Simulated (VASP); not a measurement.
**AlIn: relaxation of cell and atoms with PBE**

The system is AlIn.

```
CELL_PARAMETERS angstrom
3.09514 0.00000 0.00000
-1.54757 2.68047 0.00000
0.00000 0.00000 5.67478
ATOMIC_POSITIONS crystal
Al 0.00000 0.00000 0.00000
In 0.00000 0.00000 0.50000
```

The cell was generated, and may not be a known phase.

```json
{"Program": "VASP 6.6.1", "Task": "relaxation of cell and atoms", "Functional": "PBE", "Potentials or basis": "VASP PAW PBE potentials, release 64 (Al, In_d)", "Cutoff": "600 eV", "k mesh": "24 × 24 × 10", "Occupations": "gaussian, width 0.1 eV", "Spin": "no spin polarisation", "Dipole correction": "no", "Further INCAR settings": "ALGO = Fast; EDIFF = 1e-06; IBRION = 2; EDIFFG = -0.01; NSW = 100; ISIF = 3"}
```

The relaxed volume is 23.54 Å³/atom. The relaxed cell is a = 3.054 Å, b = 3.054 Å, c = 5.829 Å, α = 90.00°, β = 90.00°, γ = 120.00°. The space group after relaxing (to 0.1 Å) is P6/mmm (No. 191). The energy gained by relaxing is 4.9 meV/atom and the ionic steps are 11. The pressure after relaxing is 0.0 GPa. The band gap on the k mesh is zero (bands 8 and 9 overlap by 4.39 eV).

The path:
```csv
step,energy change (eV),largest force (eV/Å),pressure (GPa),volume (Å³)
1,0.0000,0.0000,0.32,47.08
2,-0.0077,0.0000,-0.22,47.39
3,-0.0088,0.0000,-0.39,47.51
4,-0.0082,0.0000,-0.59,47.74
5,-0.0090,0.0000,-0.50,47.59
6,-0.0098,0.0000,-0.11,47.05
7,-0.0098,0.0000,0.25,46.95
8,-0.0098,0.0000,0.04,47.03
9,-0.0098,0.0000,0.06,47.04
10,-0.0098,0.0000,-0.04,47.10
11,-0.0098,0.0000,0.00,47.09
```

Final structure:
```yaml
crystal:
  lattice:
    - [3.05421, 0.00000, 0.00000]
    - [-1.52711, 2.64503, 0.00000]
    - [0.00000, 0.00000, 5.82895]
  atoms:
    - { symbol: Al, position: [0.00000, 0.00000, 0.00000] }
    - { symbol: In, position: [0.00000, 0.00000, 0.50000] }
```

Levels at points of the mesh, in eV from the Fermi level:
| k point | band 6 | band 7 | band 8 | band 9 | band 10 | band 11 |
| --- | --- | --- | --- | --- | --- | --- |
| (0.00, 0.00, 0.00) | -9.59 | -5.55 | -3.92 | 7.51 | 9.25 | 10.12 |
| (0.50, 0.00, 0.00) | -4.19 | -3.52 | -0.54 | 0.13 | 0.18 | 3.48 |
| (0.00, 0.00, 0.50) | -8.84 | -7.90 | 0.74 | 1.29 | 10.75 | 10.75 |
| (0.50, 0.00, 0.50) | -3.20 | -3.07 | -2.65 | -2.21 | 5.25 | 5.75 |

Wall time 9.8 min on 1 thread of Intel(R) Xeon(R) 6975P-C (Granite Rapids), on a shared host, peak memory 0.43 GiB.

Caveat: spin-orbit coupling is left out, which moves the levels of the heavy elements.
